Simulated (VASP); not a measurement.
# Be3N2: single point with LDA

Be3N2:

```
Be N
1.0
     1.41981    0.81972    4.86622
    -1.41981    0.81972    4.86622
     0.00000   -1.63945    4.86622
Be N
3 2
Direct
  0.85900 0.85900 0.85900
  0.31769 0.31769 0.31769
  0.08881 0.08881 0.08881
  0.20416 0.20416 0.20416
  0.70843 0.70843 0.70843
```

```json
{"Program": "VASP 6.6.1", "Task": "single point", "Functional": "LDA", "Potentials or basis": "VASP PAW LDA potentials, release 64 (Be, N)", "Cutoff": "520 eV", "k mesh": "12 × 12 × 12", "Occupations": "gaussian, width 0.05 eV", "Spin": "no spin polarisation", "Dipole correction": "no", "Further INCAR settings": "ALGO = Normal; EDIFF = 1e-07; NBANDS = 16"}
```

| Property | Result |
| --- | --- |
| Pressure | -7.0 GPa |
| Largest force | 0.059 eV/Å |
| Band gap on the k mesh | 2.69 eV (least direct gap 3.76 eV) |

Forces on the atoms (eV/Å):
```
Be   0.000  0.000  0.019
Be   0.000  0.000 -0.059
Be   0.000  0.000  0.047
N    0.000  0.000 -0.040
N    0.000  0.000  0.033
```

Stress tensor (GPa, compression positive):
```
-6.99  0.00  0.00
 0.00 -6.99  0.00
 0.00  0.00 -7.13
```

Levels at points of the mesh, in eV from the valence-band top:
```
           k point  band 6  band 7  band 8  band 9  band 10  band 11
(0.00, 0.00, 0.00)   -0.45    0.00    0.00    6.12     7.77     8.15
(0.50, 0.00, 0.00)   -3.09   -3.02   -2.10    5.44     6.53    10.21
(0.50, 0.50, 0.00)   -3.51   -1.35   -1.07    2.69     7.58     8.83
(0.50, 0.50, 0.50)   -0.99   -0.34   -0.34    6.99     8.79     8.91
```

It took 8.6 min on 1 thread of AMD EPYC 7R13, with other jobs on the host, peak memory 0.21 GiB.

Caveat: the cell stands under tension. A k mesh can miss the band edges.
